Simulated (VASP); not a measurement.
# Cr (Fm-3m) in VASP: further runs

Cr is run at these levels: BLYP; tasks: single point.

Everything below comes from runs of VASP 6.6.1. Logs are shortened: lines on timing, memory, paths and dates and some standing lists are left out, and cuts for length are marked.

### 1 The cell of the first run

It takes space group Fm-3m (No. 225, cubic). The conventional cell has a = 3.663 Å, b = 3.663 Å, c = 3.663 Å, α = 90.00°, β = 90.00°, γ = 90.00°. Cr (site symmetry m-3m) has 12 Cr at 2.59 Å within 3.4 Å.

This isn't the form of Cr at room conditions, which is bcc.

### 2 Single point, BLYP

The input, INCAR:

```
SYSTEM = Cr
AGGAC = 1.0
AGGAX = 1.0
ALDAC = 0.0
ALDAX = 1.0
ALGO = Normal
EDIFF = 1E-6
ENCUT = 500
GGA = B5
GGA_COMPAT = .False.
ISIF = 2
ISMEAR = -1
LASPH = .True.
LCHARG = .False.
LREAL = .False.
LWAVE = .False.
NBANDS = 12
NELM = 120
PREC = Accurate
SIGMA = 0.1
```

The input, KPOINTS:

```
k-points
0
Gamma
  15 15 15
  0 0 0
```

The input, POSCAR:

```
Cr
1.0
    0.0000000000      1.8314286076      1.8314286076
    1.8314286076      0.0000000000      1.8314286076
    1.8314286076      1.8314286076      0.0000000000
Cr
1
Direct
    0.0000000000      0.0000000000      0.0000000000
```

Potentials or basis: VASP PAW PBE potentials, release 64 (Cr_pv).

Launch:

```
> cat potpaw_PBE.64/Cr_pv/POTCAR > POTCAR
> mpirun -np 1 vasp_std > vasp.out
```

OUTCAR:

```text
SYSTEM = Cr
   EDIFF = 1E-6
   ENCUT = 500
   GGA = B5
   ISIF = 2
   ISMEAR = -1
   LASPH = .True.
   LREAL = .False.
   NELM = 120
   PREC = Accurate

 ion  position               nearest neighbor table
   1  0.000  0.000  0.000-

  LATTYP: Found a face centered cubic cell.
 ALAT       =     3.6628572152

  Lattice vectors:

 A1 = (   0.0000000000,   1.8314286076,   1.8314286076)
 A2 = (   1.8314286076,   0.0000000000,   1.8314286076)
 A3 = (   1.8314286076,   1.8314286076,   0.0000000000)

Analysis of symmetry for initial positions (statically):
=====================================================================
 Subroutine PRICEL returns:
 Original cell was already a primitive cell.

 Routine SETGRP: Setting up the symmetry group for a
 face centered cubic supercell.

 Subroutine GETGRP returns: Found 48 space group operations
 (whereof 48 operations were pure point group operations)
 out of a pool of 48 trial point group operations.

The static configuration has the point symmetry O_h .

Analysis of symmetry for dynamics (positions and initial velocities):
=====================================================================
 Subroutine PRICEL returns:
 Original cell was already a primitive cell.

 Routine SETGRP: Setting up the symmetry group for a
 face centered cubic supercell.

 Subroutine GETGRP returns: Found 48 space group operations
 (whereof 48 operations were pure point group operations)
 out of a pool of 48 trial point group operations.

The dynamic configuration has the point symmetry O_h .

 Subroutine INISYM returns: Found 48 space group operations
 (whereof 48 operations are pure point group operations),
 and found     1 'primitive' translations

----------------------------------------------------------------------------------------

                                     Primitive cell

  volume of cell :      12.2857

  direct lattice vectors                    reciprocal lattice vectors
     0.000000000  1.831428608  1.831428608    -0.273010915  0.273010915  0.273010915
     1.831428608  0.000000000  1.831428608     0.273010915 -0.273010915  0.273010915
     1.831428608  1.831428608  0.000000000     0.273010915  0.273010915 -0.273010915

  length of vectors
     2.590031175  2.590031175  2.590031175     0.472868776  0.472868776  0.472868776

  position of ions in fractional coordinates (direct lattice)
     0.000000000  0.000000000  0.000000000

  ion indices of the primitive-cell ions
   primitive index   ion index
                 1           1

----------------------------------------------------------------------------------------

 KPOINTS: k-points

Automatic generation of k-mesh.
 Grid dimensions read from file:
 generate k-points for:   15   15   15

 Generating k-lattice:

  Cartesian coordinates                     Fractional coordinates (reciprocal lattice)
    -0.018200728  0.018200728  0.018200728     0.066666667  0.000000000  0.000000000
     0.018200728 -0.018200728  0.018200728     0.000000000  0.066666667  0.000000000
     0.018200728  0.018200728 -0.018200728     0.000000000  0.000000000  0.066666667

  Length of vectors
     0.031524585  0.031524585  0.031524585

  Shift w.r.t. Gamma in fractional coordinates (k-lattice)
     0.000000000  0.000000000  0.000000000

 Subroutine IBZKPT returns following result:
 ===========================================

 Found    120 irreducible k-points:

 Following reciprocal coordinates:
            Coordinates               Weight
  0.000000  0.000000  0.000000      1.000000
  0.066667  0.000000  0.000000      8.000000
  0.133333  0.000000  0.000000      8.000000
  0.200000  0.000000  0.000000      8.000000
  0.266667  0.000000  0.000000      8.000000
  0.333333  0.000000  0.000000      8.000000
[... 16 lines left out ...]
  0.133333  0.133333  0.000000      6.000000
  0.200000  0.133333  0.000000     24.000000
 [... further k-points ...]
   k-points           NKPTS =    120   k-points in BZ     NKDIM =    120   number of bands    NBANDS=     12
   number of dos      NEDOS =    301   number of ions     NIONS =      1
   total plane-waves  NPLWV =   8000
   dimension x,y,z NGX =    20 NGY =   20 NGZ =   20
   dimension x,y,z NGXF=    40 NGYF=   40 NGZF=   40
   ions per type =               1
   NGX,Y,Z   is equivalent  to a cutoff of  12.84, 12.84, 12.84 a.u.
   NGXF,Y,Z  is equivalent  to a cutoff of  25.67, 25.67, 25.67 a.u.
 SYSTEM =  Cr
   PREC   = accura    normal or accurate (medium, high low for compatibility)
   ISTART =      0    job   : 0-new  1-cont  2-samecut
   ICHARG =      2    charge: 1-file 2-atom 10-const
   ISPIN  =      1    spin polarized calculation?
   LNONCOLLINEAR =      F non collinear calculations
   LSORBIT =      F    spin-orbit coupling
   LASPH  =      T    aspherical Exc in radial PAW
   ENCUT  =  500.0 eV  36.75 Ry    6.06 a.u.   4.72  4.72  4.72*2*pi/ulx,y,z
   NELM   =    120;   NELMIN=  2; NELMDL= -5     # of ELM steps
   EDIFF  = 0.1E-05   stopping-criterion for ELM
   LREAL  =      F    real-space projection
   EDIFFG = 0.1E-04   stopping-criterion for IOM
   NSW    =      0    number of steps for IOM
   IBRION =     -1    ionic relax: 0-MD 1-quasi-New 2-CG
   NFREE  =      0    steps in history (QN), initial steepest desc. (CG)
   ISIF   =      2    stress and relaxation
   ISYM   =      2    0-nonsym 1-usesym 2-fastsym
   POTIM  = 0.5000    time-step for ionic-motion
   TEBEG  =    0.0;   TEEND  =   0.0 temperature during run
   PSTRESS=    0.0 pullay stress
   NELECT =      12.0000    total number of electrons
   NUPDOWN=      -1.0000    fix difference up-down
   EMIN   =  10.00;   EMAX   =-10.00  energy-range for DOS
   EFERMI =   0.00;   METHOD = LEGACY
   ISMEAR =    -1;   SIGMA  =   0.10  broadening in eV -4-tet -1-fermi 0-gaus
   EFERMI_NEDOS =   21; number of points for ismear=-14 and -15
   IALGO  =     38    algorithm
   IMIX   =      4    mixing-type and parameters
     AMIX     =   0.40;   BMIX     =  1.00
     AMIX_MAG =   1.60;   BMIX_MAG =  1.00
  volume/ion in A,a.u.               =      12.29        82.91
  Fermi-wavevector in a.u.,A,eV,Ry     =   1.624309  3.069498 35.897325  2.638379
  Thomas-Fermi vector in A             =   2.717617
   LORBIT       =      0    0 simple, 1 ext, 2 COOP (PROOUT), +10 PAW based schemes
   GGA     = B5    functional components
   LHFCALC =     F    Hartree Fock is set to
   AEXX    =    0.0000 exact exchange contribution
   IVDW    =     0    specifies the selected vdW correction
   LEPSILON=     F    determine dielectric tensor
   LRPA    =     F    only Hartree local field effects (RPA)
 non-spin polarized calculation
  energy-cutoff  :      500.00
  volume of cell :       12.29
 maximum number of plane-waves:       331
   NGX =  9   NGY =  9   NGZ =  9

 number of electron      11.9999997 magnetization

 Free energy of the ion-electron system (eV)
  ---------------------------------------------------
  ext. energy  EPLUGINS =         0.00000000
  ---------------------------------------------------
  free energy    TOTEN  =        -7.98554130 eV

  energy without entropy =       -7.92457732  energy(sigma->0) =       -7.95505931

 E-fermi :  10.3723     XC(G=0): -12.7338

 val. band max:       10.3655804114   @ k =   0.2667   0.2000   0.0000
 cond. band min:      10.3732524459   @ k =  -0.4667   0.1333   0.0667
 fundamental gap:      0.0076720345
 Fermi energy:        10.3722873626

 k-point     1 :       0.0000    0.0000    0.0000
  band No.  band energies     occupation
      1     -31.9139      2.00000
      2     -31.9139      2.00000
      3     -31.9139      2.00000
      4       3.1717      2.00000
      5       9.9165      1.97925
      6       9.9165      1.97925
      7       9.9165      1.97925
      8      11.6170      0.00001
      9      11.6170      0.00001
     10      17.5390      0.00000
     11      30.1416      0.00000
     12      35.5411      0.00000

 k-point     2 :       0.0667    0.0000    0.0000
  band No.  band energies     occupation
      1     -31.9480      2.00000
      2     -31.9182      2.00000
      3     -31.9182      2.00000
      4       3.3471      2.00000
      5       9.8376      1.99052
      6       9.9734      1.96365
      7       9.9734      1.96364
      8      11.5863      0.00001
      9      11.5863      0.00001
     10      17.5390      0.00000
     11      30.1815      0.00000
     12      34.0824      0.00000

 k-point     3 :       0.1333    0.0000    0.0000
  band No.  band energies     occupation
      1     -32.0441      2.00000
      2     -31.9305      2.00000
      3     -31.9305      2.00000
      4       3.8537      2.00000
      5       9.6363      1.99873
      6      10.1103      1.86429
      7      10.1103      1.86429
      8      11.5316      0.00002
      9      11.5316      0.00002
     10      17.5390      0.00000
     11      29.8323      0.00000
     12      32.0310      0.00000

 k-point     4 :       0.2000    0.0000    0.0000
  band No.  band energies     occupation
      1     -32.1840      2.00000
      2     -31.9484      2.00000
      3     -31.9484      2.00000
      4       4.6229      2.00000
      5       9.4139      1.99986
      6      10.2182      1.64715
      7      10.2182      1.64713
      8      11.5675      0.00001
      9      11.5676      0.00001
     10      17.5390      0.00000
     11      27.9258      0.00000
     12      31.2591      0.00000

 k-point     5 :       0.2667    0.0000    0.0000
  band No.  band energies     occupation
      1     -32.3423      2.00000
      2     -31.9690      2.00000
      3     -31.9690      2.00000
      4       5.5010      2.00000
      5       9.3442      1.99993
      6      10.1866      1.72997
      7      10.1866      1.72996
      8      11.8000      0.00000
      9      11.8000      0.00000
     10      17.5390      0.00000
     11      25.4388      0.00000
     12      30.7389      0.00000
[... 228 lines left out ...]
      1     -32.1000      2.00000
      2     -31.9621      2.00000
      3     -31.9299      2.00000
      4       4.2307      2.00000
      5       9.4725      1.99975
      6      10.2012      1.69390
      7      10.2202      1.64138
      8      11.3150      0.00016
      9      11.7150      0.00000
     10      17.5390      0.00000
     11      29.4537      0.00000
     12      31.1503      0.00000

 k-point    22 :      -0.0667    0.0667    0.0000
  band No.  band energies     occupation
      1     -31.9956      2.00000
      2     -31.9378      2.00000
      3     -31.9197      2.00000
      4       3.6332      2.00000
      5       9.6998      1.99760
      6      10.0559      1.91888
      7      10.0817      1.89630
      8      11.4506      0.00004
      9      11.6393      0.00001
     10      17.5390      0.00000
     11      30.1785      0.00000
     12      32.7864      0.00000

 k-point    23 :       0.1333    0.1333    0.0000
  band No.  band energies     occupation
      1     -32.0406      2.00000
      2     -31.9589      2.00000
      3     -31.9589      2.00000
      4       4.0747      2.00000
      5       9.3970      1.99988
      6      10.2957      1.36543
      7      10.2957      1.36543
      8      11.1300      0.00102
      9      11.7919      0.00000
     10      17.5390      0.00000
     11      30.4404      0.00000
     12      32.6506      0.00000

 k-point    24 :       0.2000    0.1333    0.0000
  band No.  band energies     occupation
      1     -32.1315      2.00000
      2     -31.9819      2.00000
      3     -31.9758      2.00000
      4       4.6420      2.00000
      5       9.1493      1.99999
      6      10.4187      0.77220
      7      10.4809      0.50454
      8      11.0261      0.00289
      9      11.8853      0.00000
     10      17.5390      0.00000
     11      29.8342      0.00000
     12      31.1830      0.00000

 [... further k-points ...]

------------------------ aborting loop because EDIFF is reached ----------------------------------------

  FORCE on cell =-STRESS in cart. coord.  units (eV):
  Direction    XX          YY          ZZ          XY          YZ          ZX
  --------------------------------------------------------------------------------------
  -------------------------------------------------------------------------------------
  Total       -0.0191171     -0.0191171     -0.0191171     -0.0000000     -0.0000000      0.0000000
  in kB       -2.4930578     -2.4930578     -2.4930578     -0.0000000     -0.0000000      0.0000000
  external PRESSURE =      -2.4930578 kB  Pullay stress =       0.0000000 kB

 VOLUME and BASIS-vectors are now :
 -----------------------------------------------------------------------------
  energy-cutoff  :      500.00
  volume of cell :       12.29
      direct lattice vectors                 reciprocal lattice vectors
     0.000000000  1.831428608  1.831428608    -0.273010915  0.273010915  0.273010915
     1.831428608  0.000000000  1.831428608     0.273010915 -0.273010915  0.273010915
     1.831428608  1.831428608  0.000000000     0.273010915  0.273010915 -0.273010915

 POSITION                                       TOTAL-FORCE (eV/Angst)
 -----------------------------------------------------------------------------------
      0.00000      0.00000      0.00000        -0.000000     -0.000000      0.000000
 -----------------------------------------------------------------------------------
    total drift:                                0.000000      0.000000      0.000000

  FREE ENERGIE OF THE ION-ELECTRON SYSTEM (eV)
  ---------------------------------------------------
  free  energy   TOTEN  =        -7.9855412987 eV

  energy  without entropy=       -7.9245773246  energy(sigma->0) =       -7.95505931
```

Run time: 20 s. Hardware: 1 thread of Intel Xeon 8259CL, shared host; peak memory 0.14 GiB.

Results:

```yaml
Free_energy: -7.9855 eV
Pressure: -0.2 GPa
Band_gap_on_the_k_mesh: zero (bands 6 and 7 overlap by 2.81 eV)
```

Levels at points of the mesh, in eV from the Fermi level:
```
           k point  band 4  band 5  band 6  band 7  band 8  band 9
(0.00, 0.00, 0.00)   -7.20   -0.46   -0.46   -0.46    1.24    1.24
```

Caveat: an empty level that is flat over the whole mesh can mark a ghost state of the potentials, or a narrow d or f band; the PAW data sets were made with another functional, which shifts forces and pressure a little; the run has no spin polarisation, though such a crystal can be magnetic.

### 3 Single point, BLYP (10.81 Å³/atom)

This run uses another cell than the first one, of 10.81 Å³/atom.

The input, INCAR:

```
  PREC = Accurate
  ENCUT = 500
  EDIFF = 1E-6
  ISMEAR = -1
  SIGMA = 0.1
  LREAL = False
  LASPH = True
  NELM = 120
  ALGO = Normal
  ISIF = 2
  LWAVE = False
  LCHARG = True
  GGA = B5
  ALDAX = 1.0
  AGGAX = 1.0
  AGGAC = 1.0
  ALDAC = 0.0
  LELF = True
  LVHAR = True
  NBANDS = 12
  GGA_COMPAT = False
```

The input, KPOINTS:

```
regular mesh
0
Gamma
  17 17 17
```

The input, POSCAR:

```
Cr
1.0
    0.0000000000      1.7550286795      1.7550286795
    1.7550286795      0.0000000000      1.7550286795
    1.7550286795      1.7550286795      0.0000000000
Cr
1
Direct
    0.0000000000      0.0000000000      0.0000000000
```

Potentials or basis: VASP PAW PBE potentials, release 64 (Cr_pv).

Launch:

```
> cat potpaw_PBE.64/Cr_pv/POTCAR > POTCAR
> mpirun -np 1 vasp_std > vasp.out
```

OUTCAR:

```text
PREC = Accurate
   ENCUT = 500
   EDIFF = 1E-6
   ISMEAR = -1
   LREAL = False
   LASPH = True
   NELM = 120
   ISIF = 2
   GGA = B5

 ion  position               nearest neighbor table
   1  0.000  0.000  0.000-

  LATTYP: Found a face centered cubic cell.
 ALAT       =     3.5100573590

  Lattice vectors:

 A1 = (   0.0000000000,   1.7550286795,   1.7550286795)
 A2 = (   1.7550286795,   0.0000000000,   1.7550286795)
 A3 = (   1.7550286795,   1.7550286795,   0.0000000000)

Analysis of symmetry for initial positions (statically):
=====================================================================
 Subroutine PRICEL returns:
 Original cell was already a primitive cell.

 Routine SETGRP: Setting up the symmetry group for a
 face centered cubic supercell.

 Subroutine GETGRP returns: Found 48 space group operations
 (whereof 48 operations were pure point group operations)
 out of a pool of 48 trial point group operations.

The static configuration has the point symmetry O_h .

[... 166 lines left out ...]
  band No.  band energies     occupation
      1     -29.8904      2.00000
      2     -29.8904      2.00000
      3     -29.8904      2.00000
      4       4.5840      2.00000
      5      11.6112      1.99245
      6      11.6112      1.99245
      7      11.6112      1.99245
      8      13.6462      0.00000
      9      13.6462      0.00000
     10      19.4993      0.00000
     11      32.7622      0.00000
     12      38.9771      0.00000
[... 331 lines left out ...]
 k-point    24 :      -0.1176    0.0588    0.0000
  band No.  band energies     occupation
      1     -30.1163      2.00000
      2     -29.9466      2.00000
      3     -29.9081      2.00000
      4       5.5138      2.00000
      5      11.1760      1.99990
      6      11.9003      1.87231
      7      11.9106      1.85941
      8      13.3340      0.00002
      9      13.7054      0.00000
     10      19.4994      0.00000
     11      32.9359      0.00000
     12      34.7832      0.00000

 [... further k-points ...]

------------------------ aborting loop because EDIFF is reached ----------------------------------------

  FORCE on cell =-STRESS in cart. coord.  units (eV):
  Direction    XX          YY          ZZ          XY          YZ          ZX
  --------------------------------------------------------------------------------------
  -------------------------------------------------------------------------------------
  Total        2.4109143      2.4109143      2.4109143      0.0000000      0.0000000      0.0000000
  in kB      357.2808176    357.2808176    357.2808176      0.0000000      0.0000000      0.0000000
  external PRESSURE =     357.2808176 kB  Pullay stress =       0.0000000 kB

 VOLUME and BASIS-vectors are now :
 -----------------------------------------------------------------------------
  energy-cutoff  :      500.00
  volume of cell :       10.81
      direct lattice vectors                 reciprocal lattice vectors
     0.000000000  1.755028680  1.755028680    -0.284895629  0.284895629  0.284895629
     1.755028680  0.000000000  1.755028680     0.284895629 -0.284895629  0.284895629
     1.755028680  1.755028680  0.000000000     0.284895629  0.284895629 -0.284895629

 POSITION                                       TOTAL-FORCE (eV/Angst)
 -----------------------------------------------------------------------------------
      0.00000      0.00000      0.00000         0.000000      0.000000      0.000000
 -----------------------------------------------------------------------------------
    total drift:                                0.000000     -0.000000     -0.000000

  FREE ENERGIE OF THE ION-ELECTRON SYSTEM (eV)
  ---------------------------------------------------
  free  energy   TOTEN  =        -7.8387256762 eV

  energy  without entropy=       -7.7870253210  energy(sigma->0) =       -7.81287550
```

stdout:

```text
POSCAR found type information on POSCAR Cr
 POSCAR found :  1 types and       1 ions
 scaLAPACK will be used
 -----------------------------------------------------------------------------
|                                                                             |
|                                                                             |
|     You enforced a specific xc type in the INCAR file but a different       |
|     I HOPE YOU KNOW WHAT YOU ARE DOING!                                     |
|                                                                             |
 -----------------------------------------------------------------------------

 LDA part: xc-table for (Slater(with rela. corr.)+VWN5), standard interpolation
 POSCAR, INCAR and KPOINTS ok, starting setup
 FFT: planning ... GRIDC
 FFT: planning ... GRID_SOFT
 FFT: planning ... GRID
 WAVECAR not read
 entering main loop
```

It took 28 s on 1 thread of Intel Xeon 8259CL, shared host; peak memory 0.13 GiB.

What came out:

```
Free energy            : -7.8387 eV
Pressure               : 35.7 GPa
Band gap on the k mesh : zero (bands 6 and 7 overlap by 3.37 eV)
```

Caveat: the cell stands under pressure; an empty level that is flat over the whole mesh can mark a ghost state of the potentials, or a narrow d or f band; the PAW data sets were made with another functional, which shifts forces and pressure a little; the run has no spin polarisation, though such a crystal can be magnetic.

[end of part 1 of 2]
